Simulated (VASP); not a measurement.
# Ni (Fm-3m) in VASP: single point with PBE

Aim: the single point of Ni with PBE.

All numbers are computed with VASP 6.6.1; they aren't measurements. Logs are shortened: lines on timing, memory, paths and dates and some standing lists are left out, and cuts for length are marked.

## 1. The cell of the first run

The structure is cubic, space group Fm-3m (No. 225). Conventional cell: a = 3.544 Å, b = 3.544 Å, c = 3.544 Å, α = 90.00°, β = 90.00°, γ = 90.00°. Ni (site symmetry m-3m) has 12 Ni at 2.51 Å within 3.3 Å.

## 2. Single point, PBE, collinear spin, ferromagnetic start

Input file INCAR:

```
PREC = Accurate
ENCUT = 600
EDIFF = 1E-6
ISMEAR = -1
SIGMA = 0.05
LREAL = F
LASPH = T
NELM = 200
ALGO = Normal
ISIF = 2
LWAVE = F
LCHARG = T
ISPIN = 2
MAGMOM = 0.06 0.06
LORBIT = 11
LMAXMIX = 4
GGA = PE
LELF = T
LVHAR = T
NBANDS = 21
ISYM = 0
GGA_COMPAT = F
```

Input file KPOINTS:

```
regular mesh
0
Gamma
  8 11 13
```

Input file POSCAR:

```
Ni
1.0
   -1.7721000000     -1.7721000000     -3.5442000000
    1.7721000000     -1.7721000000      0.0000000000
   -1.7721000000     -1.7721000000      0.0000000000
Ni
2
Direct
    0.0000000000      0.0000000000      0.0000000000
    0.5000000000      0.5000000000      0.0000000000
```

Potentials or basis: VASP PAW PBE potentials, release 64 (Ni).

Command:

```
$ cat potpaw_PBE.64/Ni/POTCAR > POTCAR
$ mpirun -np 1 vasp_std > vasp.out
```

OUTCAR:

```text
PREC = Accurate
   ENCUT = 600
   EDIFF = 1E-6
   ISMEAR = -1
   LREAL = F
   LASPH = T
   NELM = 200
   ISIF = 2
   ISPIN = 2
   LORBIT = 11
   GGA = PE
   ISYM = 0

 ion  position               nearest neighbor table
   1  0.000  0.000  0.000-   2 2.51   2 2.51   2 2.51   2 2.51   2 2.51   2 2.51   2 2.51   2 2.51

   2  0.500  0.500  0.000-   1 2.51   1 2.51   1 2.51   1 2.51   1 2.51   1 2.51   1 2.51   1 2.51

IMPORTANT INFORMATION: All symmetrisations will be switched off!
NOSYMM: (Re-)initialisation of all symmetry stuff for point group C_1.

----------------------------------------------------------------------------------------

                                     Primitive cell

  volume of cell :      22.2600

  direct lattice vectors                    reciprocal lattice vectors
    -1.772100000 -1.772100000 -3.544200000     0.000000000  0.000000000 -0.282151120
     1.772100000 -1.772100000  0.000000000     0.282151120 -0.282151120  0.000000000
    -1.772100000 -1.772100000  0.000000000    -0.282151120 -0.282151120  0.282151120

  length of vectors
     4.340740773  2.506127854  2.506127854     0.282151120  0.399021941  0.488700075

  position of ions in fractional coordinates (direct lattice)
     0.000000000  0.000000000  0.000000000
     0.500000000  0.500000000  0.000000000

  ion indices of the primitive-cell ions
   primitive index   ion index
                 1           1
                 2           2

----------------------------------------------------------------------------------------

 KPOINTS: regular mesh

Automatic generation of k-mesh.
 Grid dimensions read from file:
 generate k-points for:    8   11   13

 Generating k-lattice:

  Cartesian coordinates                     Fractional coordinates (reciprocal lattice)
     0.000000000  0.000000000 -0.035268890     0.125000000  0.000000000  0.000000000
     0.025650102 -0.025650102  0.000000000     0.000000000  0.090909091  0.000000000
    -0.021703932 -0.021703932  0.021703932     0.000000000  0.000000000  0.076923077

  Length of vectors
     0.035268890  0.036274722  0.037592313

  Shift w.r.t. Gamma in fractional coordinates (k-lattice)
     0.000000000  0.000000000  0.000000000

 -----------------------------------------------------------------------------
|                                                                             |
|           W    W    AA    RRRRR   N    N  II  N    N   GGGG   !!!           |
|           W    W   A  A   R    R  NN   N  II  NN   N  G    G  !!!           |
|           W    W  A    A  R    R  N N  N  II  N N  N  G       !!!           |
[... 89 lines left out ...]
  Fermi-wavevector in a.u.,A,eV,Ry     =   1.579707  2.985214 33.952998  2.495475
  Thomas-Fermi vector in A             =   2.680046
   LORBIT       =     11    0 simple, 1 ext, 2 COOP (PROOUT), +10 PAW based schemes
   GGA     = PE    functional components
   LHFCALC =     F    Hartree Fock is set to
   AEXX    =    0.0000 exact exchange contribution
   IVDW    =     0    specifies the selected vdW correction
   LEPSILON=     F    determine dielectric tensor
   LRPA    =     F    only Hartree local field effects (RPA)
 spin polarized calculation
  energy-cutoff  :      600.00
  volume of cell :       22.26
 maximum number of plane-waves:       758
   NGX = 17   NGY = 11   NGZ = 11

 number of electron      19.9999990 magnetization       1.2480065

 Free energy of the ion-electron system (eV)
  ---------------------------------------------------
  ext. energy  EPLUGINS =         0.00000000
  ---------------------------------------------------
  free energy    TOTEN  =       -10.94896078 eV

  energy without entropy =      -10.92019615  energy(sigma->0) =      -10.93457847

 E-fermi :   9.0562     XC(G=0): -13.1220

 val. band max:        9.0557768777   @ k =  -0.3750   0.3636   0.0769
 cond. band min:       9.0574397389   @ k =   0.3750   0.3636   0.3846
 fundamental gap:      0.0016628612
 Fermi energy:         9.0562376689

 spin component 1

 k-point     1 :       0.0000    0.0000    0.0000
  band No.  band energies     occupation
      1       0.2056      1.00000
      2       4.5455      1.00000
      3       4.9806      1.00000
      4       6.6795      1.00000
      5       6.6796      1.00000
      6       6.6822      1.00000
[... 565 lines left out ...]
     20      34.3778      0.00000
     21      39.0223      0.00000

 [... further k-points ...]

 spin component 2

 k-point     1 :       0.0000    0.0000    0.0000
  band No.  band energies     occupation
      1       0.1687      1.00000
      2       4.8889      1.00000
      3       5.5953      1.00000
      4       7.4303      1.00000
      5       7.4330      1.00000
      6       7.4332      1.00000
[... 565 lines left out ...]
     20      34.4663      0.00000
     21      39.0412      0.00000

 [... further k-points ...]

------------------------ aborting loop because EDIFF is reached ----------------------------------------

  FORCE on cell =-STRESS in cart. coord.  units (eV):
  Direction    XX          YY          ZZ          XY          YZ          ZX
  --------------------------------------------------------------------------------------
  -------------------------------------------------------------------------------------
  Total       -0.5953806     -0.5953804     -0.5702114     -0.0000390     -0.0031108     -0.0031112
  in kB      -42.8529361    -42.8529227    -41.0413675     -0.0028097     -0.2239005     -0.2239284
  external PRESSURE =     -42.2490755 kB  Pullay stress =       0.0000000 kB

 VOLUME and BASIS-vectors are now :
 -----------------------------------------------------------------------------
  energy-cutoff  :      600.00
  volume of cell :       22.26
      direct lattice vectors                 reciprocal lattice vectors
    -1.772100000 -1.772100000 -3.544200000     0.000000000  0.000000000 -0.282151120
     1.772100000 -1.772100000  0.000000000     0.282151120 -0.282151120  0.000000000
    -1.772100000 -1.772100000  0.000000000    -0.282151120 -0.282151120  0.282151120

 POSITION                                       TOTAL-FORCE (eV/Angst)
 -----------------------------------------------------------------------------------
      0.00000      0.00000      0.00000        -0.000000     -0.000000      0.000000
      0.00000     -1.77210     -1.77210         0.000000      0.000000     -0.000000
 -----------------------------------------------------------------------------------
    total drift:                                0.000000      0.000000      0.000000

  FREE ENERGIE OF THE ION-ELECTRON SYSTEM (eV)
  ---------------------------------------------------
  free  energy   TOTEN  =       -10.9489607834 eV

  energy  without entropy=      -10.9201961482  energy(sigma->0) =      -10.93457847

 total charge

# of ion       s       p       d       tot
------------------------------------------
    1        0.488   0.478   8.304   9.270
    2        0.488   0.478   8.304   9.270
--------------------------------------------------
tot          0.975   0.956  16.609  18.540

 magnetization (x)

# of ion       s       p       d       tot
------------------------------------------
    1       -0.007  -0.024   0.669   0.638
    2       -0.007  -0.024   0.669   0.638
--------------------------------------------------
tot         -0.013  -0.049   1.337   1.275
```

OSZICAR:

```text
N       E                     dE             d eps       ncg     rms          rms(c)
DAV:   1     0.103454201014E+03    0.10345E+03   -0.94355E+03 52332   0.145E+03
DAV:   2    -0.666552632214E+01   -0.11012E+03   -0.10175E+03 49187   0.249E+02
DAV:   3    -0.128468149766E+02   -0.61813E+01   -0.59399E+01 54410   0.667E+01
DAV:   4    -0.129341911263E+02   -0.87376E-01   -0.87263E-01 55352   0.736E+00
DAV:   5    -0.129368438421E+02   -0.26527E-02   -0.26525E-02 55431   0.128E+00    0.135E+01
DAV:   6    -0.116242555412E+02    0.13126E+01   -0.78952E+00 56485   0.584E+01    0.890E+00
DAV:   7    -0.109056822256E+02    0.71857E+00   -0.18241E+00 56164   0.245E+01    0.332E+00
DAV:   8    -0.109506268568E+02   -0.44945E-01   -0.35057E-02 67233   0.308E+00    0.141E+00
DAV:   9    -0.109438734241E+02    0.67534E-02   -0.19910E-02 68130   0.318E+00    0.133E+00
DAV:  10    -0.109449027816E+02   -0.10294E-02   -0.11751E-02 71205   0.282E+00    0.874E-01
DAV:  11    -0.109482120074E+02   -0.33092E-02   -0.11206E-03 67863   0.819E-01    0.414E-01
DAV:  12    -0.109487586027E+02   -0.54660E-03   -0.88301E-04 70260   0.561E-01    0.193E-01
DAV:  13    -0.109489554899E+02   -0.19689E-03   -0.84774E-05 69961   0.172E-01    0.340E-02
DAV:  14    -0.109489595690E+02   -0.40791E-05   -0.26842E-06 54546   0.155E-02    0.197E-02
DAV:  15    -0.109489609114E+02   -0.13424E-05   -0.33448E-07 28691   0.108E-02    0.614E-03
DAV:  16    -0.109489607834E+02    0.12801E-06   -0.24706E-07 27141   0.682E-03
   1 F= -.10948961E+02 E0= -.10934578E+02  d E =-.287646E-01  mag=     1.2476
```

stdout:

```text
POSCAR found type information on POSCAR Ni
 POSCAR found :  1 types and       2 ions
 scaLAPACK will be used
 LDA part: xc-table for (Slater+PW92), standard interpolation
 -----------------------------------------------------------------------------
|                                                                             |
|           W    W    AA    RRRRR   N    N  II  N    N   GGGG   !!!           |
|           W    W   A  A   R    R  NN   N  II  NN   N  G    G  !!!           |
|           W    W  A    A  R    R  N N  N  II  N N  N  G       !!!           |
|           W WW W  AAAAAA  RRRRR   N  N N  II  N  N N  G  GGG   !            |
|           WW  WW  A    A  R   R   N   NN  II  N   NN  G    G                |
|           W    W  A    A  R    R  N    N  II  N    N   GGGG   !!!           |
|                                                                             |
|     Your reciprocal lattice and k-lattice belong to different lattice       |
|     classes:                                                                |
|                                                                             |
|        The reciprocal lattice is simple tetragonal,                         |
|        whereas your k-lattice is simple monoclinic.                         |
|                                                                             |
|     Results are often still useful ...                                      |
|                                                                             |
 -----------------------------------------------------------------------------

 POSCAR, INCAR and KPOINTS ok, starting setup
 FFT: planning ... GRIDC
 FFT: planning ... GRID_SOFT
 FFT: planning ... GRID
 WAVECAR not read
 entering main loop
```

It took 13 min on 1 thread of Intel Xeon 8259CL, shared host; peak memory 0.51 GiB.

Results:

* Free energy: -10.9490 eV
* Pressure: -4.2 GPa
* Net moment: 1.25 μB per cell
* Site moments: Ni +0.64 μB
* Valence electrons inside the program's atomic spheres: Ni 9.27

Stress tensor (GPa, compression positive):
```
-4.29  0.00 -0.02
 0.00 -4.29 -0.02
-0.02 -0.02 -4.10
```
